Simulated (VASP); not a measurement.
# MgS (P1) in VASP: notebook

MgS is run at these levels: PBEsol; tasks: single point.

Everything below comes from runs of VASP 6.6.1. Logs are shortened: lines on timing, memory, paths and dates and some standing lists are left out, and cuts for length are marked.

### 1 The cell of the first run

The typed cell holds 8 atoms: a = 8.013 Å, b = 8.013 Å, c = 4.007 Å, α = 60.00°, β = 60.00°, γ = 60.00°.

### 2 Single point, PBEsol

Contents of INCAR:

```
PREC     = Accurate       # precision mode
ENCUT    = 520            # plane-wave cutoff, eV
EDIFF    = 1E-6           # SCF threshold, eV
ISMEAR   = -1             # smearing method
SIGMA    = 0.1            # smearing width, eV
LREAL    = F              # projectors in reciprocal space
LASPH    = T              # aspherical terms in the spheres
NELM     = 120            # most SCF steps
ALGO     = Normal         # electronic algorithm
ISIF     = 2              # what is computed and relaxed
LWAVE    = F              # write WAVECAR
LCHARG   = F              # write CHGCAR
GGA      = PS             # functional
NBANDS   = 26             # bands
GGA_COMPAT= F
```

Contents of KPOINTS:

```
Automatic mesh
0
Gamma
  2 2 2
  0.5 0.5 0.5
```

Contents of POSCAR:

```
MgS
1.0
    0.0000000000      5.6662400000      5.6662400000
    5.6662400000      0.0000000000      5.6662400000
    2.8331200000      2.8331200000      0.0000000000
Mg S
4 4
Direct
    0.0009190398      0.0033538113     -0.0036488041
   -0.0040931023      0.4988141166      0.0015645296
    0.5018899658     -0.0012149150      0.0100239312
    0.5018884657      0.5019458230     -0.0021363373
    0.3748190158      0.3749716743      0.7439912535
    0.3776364926      0.8744931383      0.7472292031
    0.8753849113      0.3745344355      0.7501726012
    0.8741366409      0.8709862272      0.7531375304
```

Potentials or basis: VASP PAW PBE potentials, release 64 (Mg, S).

Run with:

```bash
$ cat potpaw_PBE.64/Mg/POTCAR potpaw_PBE.64/S/POTCAR > POTCAR
$ mpirun -np 1 vasp_std > vasp.out
```

OUTCAR:

```text
PREC = Accurate
   ENCUT = 520
   EDIFF = 1E-6
   ISMEAR = -1
   LREAL = F
   LASPH = T
   NELM = 120
   ISIF = 2
   GGA = PS

 ion  position               nearest neighbor table
   1  0.001  0.003  0.996-   7 2.43   6 2.46   8 2.48   8 2.49
   2  0.996  0.499  0.002-   7 2.42   8 2.44   7 2.45   5 2.48
   3  0.502  0.999  0.010-   6 2.41   8 2.44   5 2.46   6 2.49
   4  0.502  0.502  0.998-   6 2.44   5 2.44   7 2.44   5 2.49
   5  0.375  0.375  0.744-   4 2.44   3 2.46   2 2.48   4 2.49
   6  0.378  0.874  0.747-   3 2.41   4 2.44   1 2.46   3 2.49
   7  0.875  0.375  0.750-   2 2.42   1 2.43   4 2.44   2 2.45
   8  0.874  0.871  0.753-   2 2.44   3 2.44   1 2.48   1 2.49

  LATTYP: Found a base centered orthorhombic cell.
 ALAT       =     8.0132734557
 B/A-ratio  =     1.4142135624
 C/A-ratio  =     0.5000000000

  Lattice vectors:

 A1 = (  -2.8331200000,   2.8331200000,  -5.6662400000)
 A2 = (  -2.8331200000,   2.8331200000,   5.6662400000)
 A3 = (   2.8331200000,   2.8331200000,   0.0000000000)

Analysis of symmetry for initial positions (statically):
=====================================================================
 Subroutine PRICEL returns:
 Original cell was already a primitive cell.

 Routine SETGRP: Setting up the symmetry group for a
 base centered orthorhombic supercell.

 Subroutine GETGRP returns: Found  1 space group operations
 (whereof  1 operations were pure point group operations)
 out of a pool of  8 trial point group operations.

The static configuration has the point symmetry C_1 .

Analysis of symmetry for dynamics (positions and initial velocities):
=====================================================================
 Subroutine PRICEL returns:
 Original cell was already a primitive cell.

 Routine SETGRP: Setting up the symmetry group for a
 base centered orthorhombic supercell.

 Subroutine GETGRP returns: Found  1 space group operations
 (whereof  1 operations were pure point group operations)
 out of a pool of  8 trial point group operations.

The dynamic configuration has the point symmetry C_1 .

 Subroutine INISYM returns: Found  1 space group operations
 (whereof  1 operations are pure point group operations),
 and found     1 'primitive' translations

----------------------------------------------------------------------------------------

                                     Primitive cell

  volume of cell :     181.9219

  direct lattice vectors                    reciprocal lattice vectors
     0.000000000  5.666240000  5.666240000    -0.088241938  0.088241938  0.088241938
     5.666240000  0.000000000  5.666240000     0.088241938 -0.088241938  0.088241938
     2.833120000  2.833120000  0.000000000     0.176483876  0.176483876 -0.176483876

  length of vectors
     8.013273456  8.013273456  4.006636728     0.152839520  0.152839520  0.305679041

  position of ions in fractional coordinates (direct lattice)
     0.000919040  0.003353811  0.996351196
     0.995906898  0.498814117  0.001564530
     0.501889966  0.998785085  0.010023931
     0.501888466  0.501945823  0.997863663
     0.374819016  0.374971674  0.743991253
     0.377636493  0.874493138  0.747229203
     0.875384911  0.374534436  0.750172601
     0.874136641  0.870986227  0.753137530

  ion indices of the primitive-cell ions
   primitive index   ion index
                 1           1
                 2           2
                 3           3
                 4           4
                 5           5
                 6           6
                 7           7
                 8           8

----------------------------------------------------------------------------------------

 KPOINTS: Automatic mesh

Automatic generation of k-mesh.
 Grid dimensions read from file:
 generate k-points for:    2    2    2

 Generating k-lattice:

  Cartesian coordinates                     Fractional coordinates (reciprocal lattice)
    -0.044120969  0.044120969  0.044120969     0.500000000  0.000000000  0.000000000
     0.044120969 -0.044120969  0.044120969     0.000000000  0.500000000  0.000000000
     0.088241938  0.088241938 -0.088241938     0.000000000  0.000000000  0.500000000

  Length of vectors
     0.076419760  0.076419760  0.152839520

  Shift w.r.t. Gamma in fractional coordinates (k-lattice)
     0.500000000  0.500000000  0.500000000

 Subroutine IBZKPT returns following result:
 ===========================================

 Found      4 irreducible k-points:

 Following reciprocal coordinates:
            Coordinates               Weight
  0.250000  0.250000  0.250000      2.000000
 -0.250000  0.250000  0.250000      2.000000
 -0.250000  0.250000 -0.250000      2.000000
 -0.250000 -0.250000  0.250000      2.000000
   k-points           NKPTS =      4   k-points in BZ     NKDIM =      4   number of bands    NBANDS=     26
   number of dos      NEDOS =    301   number of ions     NIONS =      8
   total plane-waves  NPLWV = 108000
   dimension x,y,z NGX =    60 NGY =   60 NGZ =   30
   dimension x,y,z NGXF=   120 NGYF=  120 NGZF=   60
   ions per type =               4   4
   NGX,Y,Z   is equivalent  to a cutoff of  12.45, 12.45, 12.45 a.u.
   NGXF,Y,Z  is equivalent  to a cutoff of  24.90, 24.90, 24.90 a.u.
 SYSTEM =  unknown system
   PREC   = accura    normal or accurate (medium, high low for compatibility)
   ISTART =      0    job   : 0-new  1-cont  2-samecut
   ICHARG =      2    charge: 1-file 2-atom 10-const
   ISPIN  =      1    spin polarized calculation?
   LNONCOLLINEAR =      F non collinear calculations
   LSORBIT =      F    spin-orbit coupling
   LASPH  =      T    aspherical Exc in radial PAW
   ENCUT  =  520.0 eV  38.22 Ry    6.18 a.u.  14.90 14.90  7.45*2*pi/ulx,y,z
   NELM   =    120;   NELMIN=  2; NELMDL= -5     # of ELM steps
   EDIFF  = 0.1E-05   stopping-criterion for ELM
   LREAL  =      F    real-space projection
   EDIFFG = 0.1E-04   stopping-criterion for IOM
   NSW    =      0    number of steps for IOM
   IBRION =     -1    ionic relax: 0-MD 1-quasi-New 2-CG
   NFREE  =      0    steps in history (QN), initial steepest desc. (CG)
   ISIF   =      2    stress and relaxation
   ISYM   =      2    0-nonsym 1-usesym 2-fastsym
   POTIM  = 0.5000    time-step for ionic-motion
   TEBEG  =    0.0;   TEEND  =   0.0 temperature during run
   PSTRESS=    0.0 pullay stress
   NELECT =      32.0000    total number of electrons
   NUPDOWN=      -1.0000    fix difference up-down
   EMIN   =  10.00;   EMAX   =-10.00  energy-range for DOS
   EFERMI =   0.00;   METHOD = LEGACY
   ISMEAR =    -1;   SIGMA  =   0.10  broadening in eV -4-tet -1-fermi 0-gaus
   EFERMI_NEDOS =   21; number of points for ismear=-14 and -15
   IALGO  =     38    algorithm
   IMIX   =      4    mixing-type and parameters
     AMIX     =   0.40;   BMIX     =  1.00
     AMIX_MAG =   1.60;   BMIX_MAG =  1.00
  volume/ion in A,a.u.               =      22.74       153.46
  Fermi-wavevector in a.u.,A,eV,Ry     =   0.917269  1.733386 11.447693  0.841382
  Thomas-Fermi vector in A             =   2.042218
   LORBIT       =      0    0 simple, 1 ext, 2 COOP (PROOUT), +10 PAW based schemes
   GGA     = PS    functional components
   LHFCALC =     F    Hartree Fock is set to
   AEXX    =    0.0000 exact exchange contribution
   IVDW    =     0    specifies the selected vdW correction
   LEPSILON=     F    determine dielectric tensor
   LRPA    =     F    only Hartree local field effects (RPA)
 non-spin polarized calculation
  energy-cutoff  :      520.00
  volume of cell :      181.92
 maximum number of plane-waves:      4920
   NGX = 29   NGY = 29   NGZ = 15

 number of electron      32.0000002 magnetization

 Free energy of the ion-electron system (eV)
  ---------------------------------------------------
  ext. energy  EPLUGINS =         0.00000000
  ---------------------------------------------------
  free energy    TOTEN  =       -36.10992620 eV

  energy without entropy =      -36.10992620  energy(sigma->0) =      -36.10992620

 E-fermi :   3.1933     XC(G=0):  -8.5826

 val. band max:        0.8883695455   @ k =   0.2500   0.2500   0.2500
 cond. band min:       5.6009835277   @ k =   0.2500   0.2500   0.2500
 fundamental gap:      4.7126139823
 Fermi energy:         3.1933140323

 k-point     1 :       0.2500    0.2500    0.2500
  band No.  band energies     occupation
      1     -10.1089      2.00000
      2      -9.5920      2.00000
      3      -9.4715      2.00000
      4      -9.4051      2.00000
      5      -1.9059      2.00000
      6      -1.8287      2.00000
[... 18 lines left out ...]
     25       9.0818      0.00000
     26       9.2377      0.00000

 k-point     2 :      -0.2500    0.2500    0.2500
  band No.  band energies     occupation
      1      -9.8873      2.00000
      2      -9.7966      2.00000
      3      -9.5064      2.00000
      4      -9.4276      2.00000
      5      -1.5453      2.00000
      6      -1.4707      2.00000
[... 18 lines left out ...]
     25       8.3991      0.00000
     26       8.4729      0.00000

 k-point     3 :      -0.2500    0.2500   -0.2500
  band No.  band energies     occupation
      1      -9.8686      2.00000
      2      -9.8221      2.00000
      3      -9.4689      2.00000
      4      -9.4583      2.00000
      5      -1.5076      2.00000
      6      -1.4877      2.00000
[... 18 lines left out ...]
     25       8.4353      0.00000
     26       8.4662      0.00000

 k-point     4 :      -0.2500   -0.2500    0.2500
  band No.  band energies     occupation
      1      -9.8497      2.00000
      2      -9.7156      2.00000
      3      -9.5915      2.00000
      4      -9.4707      2.00000
      5      -1.6314      2.00000
      6      -1.5996      2.00000
[... 18 lines left out ...]
     25       8.7930      0.00000
     26       8.9356      0.00000

------------------------ aborting loop because EDIFF is reached ----------------------------------------

  FORCE on cell =-STRESS in cart. coord.  units (eV):
  Direction    XX          YY          ZZ          XY          YZ          ZX
  --------------------------------------------------------------------------------------
  -------------------------------------------------------------------------------------
  Total       -1.7998699     -1.8103011      0.1026163     -1.7596345     -0.4519871     -0.1343354
  in kB      -15.8513698    -15.9432369      0.9037368    -15.4970187     -3.9806289     -1.1830855
  external PRESSURE =     -10.2969566 kB  Pullay stress =       0.0000000 kB

 VOLUME and BASIS-vectors are now :
 -----------------------------------------------------------------------------
  energy-cutoff  :      520.00
  volume of cell :      181.92
      direct lattice vectors                 reciprocal lattice vectors
     0.000000000  5.666240000  5.666240000    -0.088241938  0.088241938  0.088241938
     5.666240000  0.000000000  5.666240000     0.088241938 -0.088241938  0.088241938
     2.833120000  2.833120000  0.000000000     0.176483876  0.176483876 -0.176483876

 POSITION                                       TOTAL-FORCE (eV/Angst)
 -----------------------------------------------------------------------------------
      2.84179      2.82799      0.02421        -0.149720      0.090622     -0.222321
      2.83083      5.64748      8.46945        -0.053877      0.173901      0.244516
      5.68775      2.87223      8.50318        -0.108423     -0.256960      0.095651
      5.67121      5.67089      5.68797        -0.093106     -0.122931     -0.192686
      4.23250      4.23163      4.24849         0.147431      0.106460     -0.032324
      7.07208      4.25677      7.09487         0.250402      0.075627     -0.090006
      4.24753      7.08547      7.08234        -0.050700     -0.083492     -0.072841
      7.06895      7.08680      9.88829         0.057994      0.016773      0.270011
 -----------------------------------------------------------------------------------
    total drift:                                0.000327     -0.000112     -0.000107

  FREE ENERGIE OF THE ION-ELECTRON SYSTEM (eV)
  ---------------------------------------------------
  free  energy   TOTEN  =       -36.1099262037 eV

  energy  without entropy=      -36.1099262035  energy(sigma->0) =      -36.10992620
```

Wall time 44 s (1 thread of Intel Xeon Platinum 8259CL at 2.50GHz (Skylake/Cascade Lake), shared host); peak memory 0.3 GiB.

What came out:

* Free energy: -36.1099 eV
* Pressure: -1.0 GPa
* Largest force: 0.305 eV/Å
* Band gap on the k mesh: 4.71 eV

Forces on the atoms (eV/Å):
```
Mg  -0.150  0.091 -0.222
Mg  -0.054  0.174  0.245
Mg  -0.108 -0.257  0.096
Mg  -0.093 -0.123 -0.193
S    0.147  0.106 -0.032
S    0.250  0.076 -0.090
S   -0.051 -0.083 -0.073
S    0.058  0.017  0.270
```

Stress tensor (GPa, compression positive):
```
-1.59 -1.55 -0.12
-1.55 -1.59 -0.40
-0.12 -0.40  0.09
```

Levels at points of the mesh, in eV from the valence-band top:
```csv
k point,band 14,band 15,band 16,band 17,band 18,band 19
"(0.25, 0.25, 0.25)",-0.58,-0.33,0.00,4.71,4.84,5.94
```

Caveat: the k points lie up to 0.78 Å⁻¹ apart; the PAW data sets were made with another functional, which shifts forces and pressure a little; a shifted mesh leaves out Γ, where band edges can lie. A k mesh can miss the band edges.

### 3 Single point, PBEsol

Contents of INCAR:

```
PREC = Accurate
ENCUT = 520
EDIFF = 1E-6
ISMEAR = -1
SIGMA = 0.1
LREAL = False
LASPH = True
NELM = 120
ALGO = Normal
ISIF = 2
LWAVE = False
LCHARG = False
GGA = PS
NBANDS = 26
GGA_COMPAT = False
```

KPOINTS is that of step 2.

Contents of POSCAR:

```
MgS
1.0
    0.0000000000      5.6662400000      5.6662400000
    5.6662400000      0.0000000000      5.6662400000
    2.8331200000      2.8331200000      0.0000000000
Mg S
4 4
Direct
    0.0014681694      0.0058280271     -0.0075824533
   -0.0063615378      0.4970825450      0.0040005365
    0.5033096021     -0.0018352558      0.0162312221
    0.5023642663      0.5034634078     -0.0042050813
    0.3752424006      0.3742140291      0.7382449384
    0.3792902348      0.8751553941      0.7445150576
    0.8746281485      0.3742462374      0.7520923928
    0.8745793507      0.8669573650      0.7579927783
```

Potentials or basis: VASP PAW PBE potentials, release 64 (Mg, S).

Run with:

```bash
$ cat potpaw_PBE.64/Mg/POTCAR potpaw_PBE.64/S/POTCAR > POTCAR
$ mpirun -np 1 vasp_std > vasp.out
```

Wall time 40 s (1 thread of Intel Xeon Platinum 8259CL at 2.50GHz (Skylake/Cascade Lake), shared host); peak memory 0.3 GiB.

The run converged. Its results:

```yaml
Free_energy: -36.0645 eV
Pressure: -1.0 GPa
Largest_force: 0.505 eV/Å
Band_gap_on_the_k_mesh: 4.66 eV
```

Forces on the atoms (eV/Å):
```
Mg  -0.215  0.211 -0.405
Mg  -0.082  0.287  0.374
Mg  -0.218 -0.403  0.171
Mg  -0.144 -0.218 -0.303
S    0.272  0.168 -0.041
S    0.405  0.150 -0.182
S   -0.098 -0.139 -0.083
S    0.080 -0.056  0.470
```

Stress tensor (GPa, compression positive):
```
-1.49 -1.63 -0.14
-1.63 -1.52 -0.64
-0.14 -0.64  0.14
```

Levels at points of the mesh, in eV from the valence-band top:
```
           k point  band 14  band 15  band 16  band 17  band 18  band 19
(0.25, 0.25, 0.25)    -0.58    -0.33     0.00     4.66     4.87     5.89
```

Caveat: the k points lie up to 0.78 Å⁻¹ apart; the PAW data sets were made with another functional, which shifts forces and pressure a little; a shifted mesh leaves out Γ, where band edges can lie.
